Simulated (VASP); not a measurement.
Here is a VASP 6.6.1 calculation.

Contents of POSCAR:

```
Al5Si11C11N5
1.0
    9.2947160000      0.0000000000      0.0000000000
    0.0000000000     10.7350470000      0.0000000000
    0.0000000000      0.0000000000     10.0612090000
Al Si C N
15 33 33 15
Direct
    0.1695170000      0.0809510000      0.2490990000
    0.1671190000      0.0820620000      0.7472800000
    0.4950290000      0.0837710000      0.7467210000
    0.3370030000      0.3326900000      0.2516870000
    0.9961920000      0.8340470000      0.7500540000
    0.5042330000      0.5887310000      0.7461150000
    0.6704900000      0.8374030000      0.7509100000
    0.3339480000      0.1695480000      0.5045540000
    0.9948950000      0.6674290000      0.5031360000
    0.9965400000      0.6674480000      0.9955140000
    0.1651400000      0.9143290000      0.9985900000
    0.8333930000      0.4149730000      0.9961490000
    0.4995250000      0.9156130000      0.5070760000
    0.4961440000      0.9161780000      0.9923300000
    0.8326130000      0.9190820000      0.4997290000
    0.9956220000      0.3339400000      0.2494400000
    0.9995420000      0.3293980000      0.7483390000
    0.4986280000      0.0861280000      0.2530480000
    0.3369330000      0.3329330000      0.7449610000
    0.1638920000      0.5837120000      0.2474270000
    0.1651280000      0.5840900000      0.7494710000
    0.0076300000      0.8298300000      0.2549750000
    0.8350870000      0.0893080000      0.2497690000
    0.8337680000      0.0857220000      0.7472330000
    0.6690680000      0.3333070000      0.2508030000
    0.6651060000      0.3285060000      0.7438590000
    0.5060310000      0.5829830000      0.2493510000
    0.3306740000      0.8318970000      0.2526560000
    0.3301770000      0.8303280000      0.7444960000
    0.8325060000      0.5802250000      0.2543760000
    0.8312960000      0.5821270000      0.7476470000
    0.6655840000      0.8339010000      0.2517050000
    0.0051660000      0.1666730000      0.4996680000
    0.0050570000      0.1656530000      0.9999230000
    0.3340310000      0.1648170000      0.0019240000
    0.1708570000      0.4169530000      0.4993800000
    0.1673090000      0.4174490000      0.9990480000
    0.6631970000      0.1674770000      0.4995890000
    0.6639250000      0.1653700000      0.0001670000
    0.4991400000      0.4161940000      0.5040720000
    0.5020970000      0.4195890000      0.0006970000
    0.3322920000      0.6657050000      0.4978950000
    0.3349390000      0.6646990000      0.0000660000
    0.1610400000      0.9179950000      0.5038590000
    0.8315370000      0.4165940000      0.5027720000
    0.6739110000      0.6696100000      0.5018030000
    0.6704180000      0.6699280000      0.0003870000
    0.8334560000      0.9165180000      0.9995860000
    0.9933070000      0.1724040000      0.1866090000
    0.9913910000      0.1710640000      0.6831540000
    0.3440720000      0.1655800000      0.1816580000
    0.3309960000      0.1788050000      0.6983610000
    0.9973080000      0.6623220000      0.1968350000
    0.9990500000      0.6538010000      0.6983260000
    0.6669560000      0.1645900000      0.1863000000
    0.6730050000      0.1672040000      0.6855210000
    0.5106320000      0.4221490000      0.1826260000
    0.5017950000      0.4149350000      0.6912920000
    0.3377190000      0.6635030000      0.1904470000
    0.3250520000      0.6631650000      0.6798190000
    0.1712280000      0.9049470000      0.1931360000
    0.1717370000      0.9090570000      0.6850470000
    0.8329510000      0.4167140000      0.1914500000
    0.8331580000      0.4147140000      0.6946200000
    0.6688730000      0.6688070000      0.1874520000
    0.6772320000      0.6661650000      0.6833660000
    0.4911570000      0.9105350000      0.7000910000
    0.1613200000      0.0797940000      0.4438800000
    0.1722240000      0.0901800000      0.9444880000
    0.0038610000      0.3377570000      0.4390340000
    0.0121870000      0.3318370000      0.9337820000
    0.5085380000      0.0841670000      0.4330920000
    0.3339440000      0.3482690000      0.4434580000
    0.1807090000      0.5759360000      0.9362430000
    0.0050910000      0.8363460000      0.4360590000
    0.9894100000      0.8380880000      0.9439730000
    0.8296750000      0.0868380000      0.9381060000
    0.6649770000      0.3346400000      0.4392360000
    0.8235680000      0.5758960000      0.4373500000
    0.6647090000      0.8261280000      0.4311470000
    0.6714780000      0.8310710000      0.9504340000
    0.1601170000      0.4211650000      0.1835220000
    0.1670640000      0.4189880000      0.6873550000
    0.4974280000      0.9147260000      0.1945990000
    0.8307370000      0.9223480000      0.1936180000
    0.8329080000      0.9310900000      0.6874300000
    0.5006730000      0.0929880000      0.9461240000
    0.3387160000      0.3408990000      0.9413780000
    0.1767250000      0.5785930000      0.4327610000
    0.8327790000      0.0958730000      0.4317080000
    0.6524440000      0.3292290000      0.9335590000
    0.4978790000      0.5850020000      0.4365320000
    0.5031450000      0.5830090000      0.9456240000
    0.3289290000      0.8214300000      0.4328630000
    0.3347620000      0.8173410000      0.9334050000
    0.8165950000      0.5812830000      0.9327590000
```

The input INCAR.step1:

```
ALGO = Normal
EDIFF = 1E-5
ENCUT = 520
GGA = PE
ISIF = 2
ISMEAR = -1
LASPH = T
LCHARG = F
LREAL = Auto
LUSENCCL = F
LWAVE = T
NBANDS = 246
NELM = 100
PREC = Accurate
SIGMA = 0.05
```

The input INCAR.step2:

```
ALGO = Normal
EDIFF = 1E-6
ENCUT = 520
GGA = PE
HFSCREEN = 0.2079
ISIF = 2
ISMEAR = -1
ISTART = 1
LASPH = T
LCHARG = F
LHFCALC = T
LREAL = Auto
LUSENCCL = F
LWAVE = F
NBANDS = 246
NELM = 100
PREC = Accurate
PRECFOCK = Fast
SIGMA = 0.05
```

KPOINTS

```
k-points
0
Gamma
  1 1 1
```

Potentials or basis: VASP PAW PBE potentials, release 64 (Al, Si, C, N).

Launch:

```bash
$ cat potpaw_PBE.64/Al/POTCAR potpaw_PBE.64/Si/POTCAR potpaw_PBE.64/C/POTCAR potpaw_PBE.64/N/POTCAR > POTCAR
$ cp INCAR.step1 INCAR
$ mpirun -np 1 vasp_gam > vasp.out
$ cp INCAR.step2 INCAR
$ mpirun -np 1 vasp_gam > vasp.out
```

Question: Predict the band gap on the k mesh.

Answer: 3.07 eV.

Question: What does it give for the pressure?

Answer: -1.9 GPa.

Question: Estimate the largest force.

Answer: 0.342 eV/Å.

Stress tensor (GPa, compression positive):
```
-0.59 -0.17  0.08
-0.17 -2.92 -0.13
 0.08 -0.13 -2.22
```

Caveat: the k points lie up to 0.68 Å⁻¹ apart; the PAW data sets were made with another functional, which shifts forces and pressure a little. A k mesh can miss the band edges.
